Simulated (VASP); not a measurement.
CaO: single point with PBE

CaO:

```
CELL_PARAMETERS angstrom
0.00000 2.74697 2.60673
2.74697 0.00000 2.60673
2.74697 2.74697 0.00000
ATOMIC_POSITIONS crystal
Ca 0.00000 0.00000 0.00000
O 0.25000 0.25000 0.25000
```

This cell differs from its parent crystal: biaxial xy strain +5.4%.

```
Program                : VASP 6.6.1
Task                   : single point
Functional             : PBE
Potentials or basis    : VASP PAW PBE potentials, release 64 (Ca_sv, O)
Cutoff                 : 520 eV
k mesh                 : 8 × 8 × 8
Occupations            : fermi-dirac, width 0.02 eV
Spin                   : no spin polarisation
Dipole correction      : no
Further INCAR settings : ALGO = Normal; EDIFF = 1e-07; NBANDS = 15
```

- Pressure: -5.3 GPa
- Band gap on the k mesh: 2.93 eV (least direct gap 3.39 eV)

Stress tensor (GPa, compression positive):
```
-5.69  0.00  0.00
 0.00 -5.69  0.00
 0.00  0.00 -4.65
```

Levels at points of the mesh, in eV from the valence-band top:
```csv
k point,band 4,band 5,band 6,band 7,band 8,band 9,band 10,band 11,band 12,band 13
"(0.00, 0.00, 0.00)",-18.62,-14.68,-0.51,-0.51,-0.46,2.93,7.31,7.63,8.73,8.73
"(0.50, 0.00, 0.00)",-18.66,-14.25,-0.97,-0.34,-0.24,5.76,7.32,7.42,7.56,8.71
"(0.50, 0.50, 0.00)",-18.72,-14.14,-1.23,-0.09,-0.09,4.80,6.29,8.38,8.66,8.66
"(0.50, 0.00, 0.50)",-18.69,-14.10,-1.28,-0.03,0.00,4.64,6.19,8.39,8.63,8.69
```

It took 16 s on 1 thread of Intel(R) Xeon(R) 6975P-C (Granite Rapids) (shared host), peak memory 0.18 GiB.

Caveat: the cell differs from its parent crystal (biaxial xy strain +5.4%); the cell stands under tension. A k mesh can miss the band edges.
